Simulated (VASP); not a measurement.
# MgTe (P6_3mc) in VASP: further runs

The runs below take MgTe through single point, with HSE06.

Program: VASP 6.6.1. These are calculated values, not measurements. Logs are shortened: lines on timing, memory, paths and dates and some standing lists are left out, and cuts for length are marked.

### 1 The cell of the first run

The structure is hexagonal, space group P6_3mc (No. 186). The conventional cell has a = 4.623 Å, b = 4.623 Å, c = 7.394 Å, α = 90.00°, β = 90.00°, γ = 120.00°. Mg (site symmetry 3m) has 4 Te at 2.81 Å within 3.7 Å. Within 3.7 Å of Te (site symmetry 3m) lie 4 Mg at 2.81 Å.

### 2 Single point, HSE06 (epitaxial xy strain +1.0%)

POSCAR

```
MgTe
1.0
    4.6234120023      0.0000000000      0.0000000000
   -2.3117060012      4.0039922462      0.0000000000
    0.0000000000      0.0000000000      7.3935672436
Mg Te
2 2
Direct
    0.3333333333      0.6666666667     -0.0023919605
    0.6666666667      0.3333333333      0.4976080395
    0.3333333333      0.6666666667      0.3773919605
    0.6666666667      0.3333333333      0.8773919605
```

INCAR.step1

```
PREC = Accurate
ENCUT = 520
EDIFF = 1E-5
ISMEAR = 0
SIGMA = 0.01
LREAL = F
LASPH = T
NELM = 120
ALGO = Normal
ISIF = 2
LWAVE = T
LCHARG = F
NBANDS = 16
GGA = PE
GGA_COMPAT = F
```

INCAR.step2

```
PREC = Accurate
ENCUT = 520
EDIFF = 1E-6
ISMEAR = 0
SIGMA = 0.01
LREAL = F
LASPH = T
NELM = 120
ALGO = Normal
ISIF = 2
LWAVE = F
LCHARG = F
GGA = PE
LHFCALC = T
HFSCREEN = 0.2079
PRECFOCK = Normal
NBANDS = 16
ISTART = 1
GGA_COMPAT = F
```

KPOINTS

```
regular mesh
0
Gamma
  6 6 2
```

Potentials or basis: VASP PAW PBE potentials, release 64 (Mg, Te).

The run is started by

```
$ cat potpaw_PBE.64/Mg/POTCAR potpaw_PBE.64/Te/POTCAR > POTCAR
$ cp INCAR.step1 INCAR
$ mpirun -np 1 vasp_std > vasp.out
$ cp INCAR.step2 INCAR
$ mpirun -np 1 vasp_std > vasp.out
```

OUTCAR:

```text
PREC = Accurate
   ENCUT = 520
   EDIFF = 1E-6
   ISMEAR = 0
   LREAL = F
   LASPH = T
   NELM = 120
   ISIF = 2
   GGA = PE
   LHFCALC = T
   HFSCREEN = 0.2079
   PRECFOCK = Normal
   ISTART = 1

 ion  position               nearest neighbor table
   1  0.333  0.667  0.998-   3 2.81   4 2.81   4 2.81   4 2.81
   2  0.667  0.333  0.498-   4 2.81   3 2.81   3 2.81   3 2.81
   3  0.333  0.667  0.377-   1 2.81   2 2.81   2 2.81   2 2.81
   4  0.667  0.333  0.877-   2 2.81   1 2.81   1 2.81   1 2.81

  LATTYP: Found a hexagonal cell.
 ALAT       =     4.6234120023
 C/A-ratio  =     1.5991582061

  Lattice vectors:

 A1 = (   4.6234120023,   0.0000000000,   0.0000000000)
 A2 = (  -2.3117060012,   4.0039922462,   0.0000000000)
 A3 = (   0.0000000000,   0.0000000000,   7.3935672436)

Analysis of symmetry for initial positions (statically):
=====================================================================
 Subroutine PRICEL returns:
 Original cell was already a primitive cell.

 Routine SETGRP: Setting up the symmetry group for a
 hexagonal supercell.

 Subroutine GETGRP returns: Found 12 space group operations
 (whereof  6 operations were pure point group operations)
 out of a pool of 24 trial point group operations.

The static configuration has the point symmetry C_3v.
 The point group associated with its full space group is C_6v.

Analysis of symmetry for dynamics (positions and initial velocities):
=====================================================================
 Subroutine PRICEL returns:
 Original cell was already a primitive cell.

 Routine SETGRP: Setting up the symmetry group for a
 hexagonal supercell.

 Subroutine GETGRP returns: Found 12 space group operations
 (whereof  6 operations were pure point group operations)
 out of a pool of 24 trial point group operations.

The dynamic configuration has the point symmetry C_3v.
 The point group associated with its full space group is C_6v.

 Subroutine INISYM returns: Found 12 space group operations
 (whereof  6 operations are pure point group operations),
 and found     1 'primitive' translations

----------------------------------------------------------------------------------------

                                     Primitive cell

  volume of cell :     136.8705

  direct lattice vectors                    reciprocal lattice vectors
     4.623412002  0.000000000  0.000000000     0.216290480  0.124875367  0.000000000
    -2.311706001  4.003992246  0.000000000     0.000000000  0.249750733  0.000000000
     0.000000000  0.000000000  7.393567244     0.000000000  0.000000000  0.135252709

  length of vectors
     4.623412002  4.623412002  7.393567244     0.249750733  0.249750733  0.135252709

  position of ions in fractional coordinates (direct lattice)
     0.333333333  0.666666667  0.997608040
     0.666666667  0.333333333  0.497608040
     0.333333333  0.666666667  0.377391960
     0.666666667  0.333333333  0.877391960

  ion indices of the primitive-cell ions
   primitive index   ion index
                 1           1
                 2           2
                 3           3
                 4           4

----------------------------------------------------------------------------------------

 KPOINTS: regular mesh

Automatic generation of k-mesh.
 Grid dimensions read from file:
 generate k-points for:    6    6    2

 Generating k-lattice:

  Cartesian coordinates                     Fractional coordinates (reciprocal lattice)
     0.036048413  0.020812561  0.000000000     0.166666667  0.000000000  0.000000000
     0.000000000  0.041625122  0.000000000     0.000000000  0.166666667  0.000000000
     0.000000000  0.000000000  0.067626355     0.000000000  0.000000000  0.500000000

  Length of vectors
     0.041625122  0.041625122  0.067626355

  Shift w.r.t. Gamma in fractional coordinates (k-lattice)
     0.000000000  0.000000000  0.000000000

 Subroutine IBZKPT returns following result:
 ===========================================

 Found     14 irreducible k-points:

 Following reciprocal coordinates:
            Coordinates               Weight
  0.000000  0.000000  0.000000      1.000000
  0.166667 -0.000000  0.000000      6.000000
  0.333333  0.000000  0.000000      6.000000
  0.500000  0.000000  0.000000      3.000000
  0.166667  0.166667  0.000000      6.000000
  0.333333  0.166667  0.000000     12.000000
  0.333333  0.333333  0.000000      2.000000
  0.000000  0.000000  0.500000      1.000000
  0.166667 -0.000000  0.500000      6.000000
  0.333333  0.000000  0.500000      6.000000
  0.500000  0.000000  0.500000      3.000000
  0.166667  0.166667  0.500000      6.000000
  0.333333  0.166667  0.500000     12.000000
  0.333333  0.333333  0.500000      2.000000
   k-points           NKPTS =     14   k-points in BZ     NKDIM =     72   number of bands    NBANDS=     16
   number of dos      NEDOS =    301   number of ions     NIONS =      4
   total plane-waves  NPLWV =  72576
   dimension x,y,z NGX =    36 NGY =   36 NGZ =   56
   dimension x,y,z NGXF=    72 NGYF=   72 NGZF=  112
   ions per type =               2   2
   NGX,Y,Z   is equivalent  to a cutoff of  12.94, 12.94, 12.59 a.u.
   NGXF,Y,Z  is equivalent  to a cutoff of  25.89, 25.89, 25.18 a.u.
 SYSTEM =  unknown system
   PREC   = accura    normal or accurate (medium, high low for compatibility)
   ISTART =      1    job   : 0-new  1-cont  2-samecut
   ICHARG =      0    charge: 1-file 2-atom 10-const
   ISPIN  =      1    spin polarized calculation?
   LNONCOLLINEAR =      F non collinear calculations
   LSORBIT =      F    spin-orbit coupling
   LASPH  =      T    aspherical Exc in radial PAW
   ENCUT  =  520.0 eV  38.22 Ry    6.18 a.u.   8.60  8.60 13.75*2*pi/ulx,y,z
   NELM   =    120;   NELMIN=  2; NELMDL=  0     # of ELM steps
   EDIFF  = 0.1E-05   stopping-criterion for ELM
   LREAL  =      F    real-space projection
   EDIFFG = 0.1E-04   stopping-criterion for IOM
   NSW    =      0    number of steps for IOM
   IBRION =     -1    ionic relax: 0-MD 1-quasi-New 2-CG
   NFREE  =      0    steps in history (QN), initial steepest desc. (CG)
   ISIF   =      2    stress and relaxation
   ISYM   =      3    0-nonsym 1-usesym 2-fastsym
   POTIM  = 0.5000    time-step for ionic-motion
   TEBEG  =    0.0;   TEEND  =   0.0 temperature during run
   PSTRESS=    0.0 pullay stress
   NELECT =      16.0000    total number of electrons
   NUPDOWN=      -1.0000    fix difference up-down
   EMIN   =  10.00;   EMAX   =-10.00  energy-range for DOS
   EFERMI =   0.00;   METHOD = LEGACY
   ISMEAR =     0;   SIGMA  =   0.01  broadening in eV -4-tet -1-fermi 0-gaus
   EFERMI_NEDOS =   21; number of points for ismear=-14 and -15
   IALGO  =     38    algorithm
   IMIX   =      1    mixing-type and parameters
     AMIX     =   0.40;   BMIX     =  1.00
     AMIX_MAG =   1.60;   BMIX_MAG =  1.00
  volume/ion in A,a.u.               =      34.22       230.91
  Fermi-wavevector in a.u.,A,eV,Ry     =   0.800470  1.512668  8.717956  0.640752
  Thomas-Fermi vector in A             =   1.907771
   LORBIT       =      0    0 simple, 1 ext, 2 COOP (PROOUT), +10 PAW based schemes
   GGA     = PE    functional components
   LHFCALC =     T    Hartree Fock is set to
   PRECFOCK=normal    Normal, Fast or Accurate (Low or Medium for compatibility)
   ENCUT4O =  -1.0   cutoff for four orbital integrals eV
   NKREDX  =     1    reduce k-point grid by
   NKREDY  =     1    reduce k-point grid by
   NKREDZ  =     1    reduce k-point grid by
   AEXX    =    0.2500 exact exchange contribution
   HFSCREEN=    0.2079 screening length (either q_TF or 0.3 A-1)
   HFSCREENC=   0.2079 screening length for correlation (either q_TF or 0.3 A-1)
   ENCUTFOCK=  -1.0 apply spherical cutoff to Coloumb kernel
   IVDW    =     0    specifies the selected vdW correction
   LEPSILON=     F    determine dielectric tensor
   LRPA    =     F    only Hartree local field effects (RPA)
 non-spin polarized calculation
 Gauss-broadening in eV      SIGMA  =   0.01
  energy-cutoff  :      520.00
  volume of cell :      136.87
 maximum number of plane-waves:      3712
 NGX is ok and might be reduce to    36
  NGX = 28; NGY = 28; NGZ = 42

 number of electron      15.9999999 magnetization

 Free energy of the ion-electron system (eV)
  ---------------------------------------------------
  ext. energy  EPLUGINS =         0.00000000
  ---------------------------------------------------
  free energy    TOTEN  =       -15.11397334 eV

  energy without entropy =      -15.11397334  energy(sigma->0) =      -15.11397334

 E-fermi :   1.3745     XC(G=0):  -6.5535

 val. band max:        1.3139245713   @ k =   0.0000   0.0000   0.0000
 cond. band min:       4.3994949037   @ k =   0.0000   0.0000   0.0000
 fundamental gap:      3.0855703324
 Fermi energy:         1.3744611197

 k-point     1 :       0.0000    0.0000    0.0000
  band No.  band energies     occupation
      1      -9.8473      2.00000
      2      -9.1565      2.00000
      3      -2.1933      2.00000
      4       0.6580      2.00000
      5       0.6580      2.00000
      6       1.2096      2.00000
[... 8 lines left out ...]
     15       8.3886      0.00000
     16       9.3681      0.00000

 k-point     2 :       0.1667   -0.0000    0.0000
  band No.  band energies     occupation
      1      -9.7225      2.00000
      2      -9.0929      2.00000
      3      -2.0113      2.00000
      4      -0.1917      2.00000
      5       0.2748      2.00000
      6       0.4217      2.00000
[... 8 lines left out ...]
     15       8.4534      0.00000
     16       8.9416      0.00000

 k-point     3 :       0.3333    0.0000    0.0000
  band No.  band energies     occupation
      1      -9.4227      2.00000
      2      -8.9853      2.00000
      3      -1.7444      2.00000
      4      -1.1716      2.00000
      5      -0.9130      2.00000
      6       0.0485      2.00000
[... 8 lines left out ...]
     15       9.1835      0.00000
     16      10.0809      0.00000
[... 172 lines left out ...]
 k-point    13 :       0.3333    0.1667    0.5000
  band No.  band energies     occupation
      1      -9.0936      2.00000
      2      -9.0936      2.00000
      3      -1.9549      2.00000
      4      -1.9549      2.00000
      5      -0.2695      2.00000
      6      -0.2695      2.00000
[... 8 lines left out ...]
     15       9.5401      0.00000
     16       9.5401      0.00000

 k-point    14 :       0.3333    0.3333    0.5000
  band No.  band energies     occupation
      1      -9.0319      2.00000
      2      -9.0319      2.00000
      3      -1.9233      2.00000
      4      -1.9233      2.00000
      5      -0.7811      2.00000
      6      -0.7811      2.00000
[... 8 lines left out ...]
     15       9.4896      0.00000
     16       9.4896      0.00000

------------------------ aborting loop because EDIFF is reached ----------------------------------------

  FORCE on cell =-STRESS in cart. coord.  units (eV):
  Direction    XX          YY          ZZ          XY          YZ          ZX
  --------------------------------------------------------------------------------------
  -------------------------------------------------------------------------------------
  Total       -0.7396127     -0.7396127     -0.2156485      0.0000000      0.0000000     -0.0000000
  in kB       -8.6577512     -8.6577512     -2.5243366      0.0000000      0.0000000     -0.0000000
  external PRESSURE =      -6.6132797 kB  Pullay stress =       0.0000000 kB

 VOLUME and BASIS-vectors are now :
 -----------------------------------------------------------------------------
  energy-cutoff  :      520.00
  volume of cell :      136.87
      direct lattice vectors                 reciprocal lattice vectors
     4.623412002  0.000000000  0.000000000     0.216290480  0.124875367  0.000000000
    -2.311706001  4.003992246  0.000000000     0.000000000  0.249750733  0.000000000
     0.000000000  0.000000000  7.393567244     0.000000000  0.000000000  0.135252709

 POSITION                                       TOTAL-FORCE (eV/Angst)
 -----------------------------------------------------------------------------------
     -0.00000      2.66933      7.37588        -0.000000     -0.000000      0.000307
      2.31171      1.33466      3.67910        -0.000000      0.000000      0.000307
     -0.00000      2.66933      2.79027        -0.000000      0.000000     -0.000307
      2.31171      1.33466      6.48706         0.000000      0.000000     -0.000307
 -----------------------------------------------------------------------------------
    total drift:                               -0.000000     -0.000000     -0.000619

  FREE ENERGIE OF THE ION-ELECTRON SYSTEM (eV)
  ---------------------------------------------------
  free  energy   TOTEN  =       -15.1139733389 eV

  energy  without entropy=      -15.1139733389  energy(sigma->0) =      -15.11397334
```

Run time: 15 min. Hardware: 1 thread of Intel Xeon 6975P-C (Granite Rapids), shared host; peak memory 0.38 GiB.

What came out:

```
Free energy            : -15.1140 eV
Pressure               : -0.7 GPa
Band gap on the k mesh : 3.09 eV
```

Stress tensor (GPa, compression positive):
```
-0.87  0.00  0.00
 0.00 -0.87  0.00
 0.00  0.00 -0.25
```

Levels at points of the mesh, in eV from the valence-band top:
```
           k point  band 6  band 7  band 8  band 9  band 10  band 11
(0.00, 0.00, 0.00)   -0.10   -0.10    0.00    3.09     3.55     6.03
(0.50, 0.00, 0.00)   -1.42   -1.08   -0.55    3.81     4.60     5.07
(0.00, 0.00, 0.50)   -0.40   -0.40   -0.40    4.08     4.08     6.29
(0.50, 0.00, 0.50)   -1.03   -0.96   -0.96    3.94     3.94     5.04
```

Caveat: the k points lie up to 0.42 Å⁻¹ apart; the cell differs from its parent crystal (epitaxial xy strain +1.0%); the structure was generated, so it needn't be the stable form of MgTe; the PAW data sets were made with another functional, which shifts forces and pressure a little; spin-orbit coupling is left out, which moves the levels of the heavy elements.

(Part 1 of 2 ends here.)
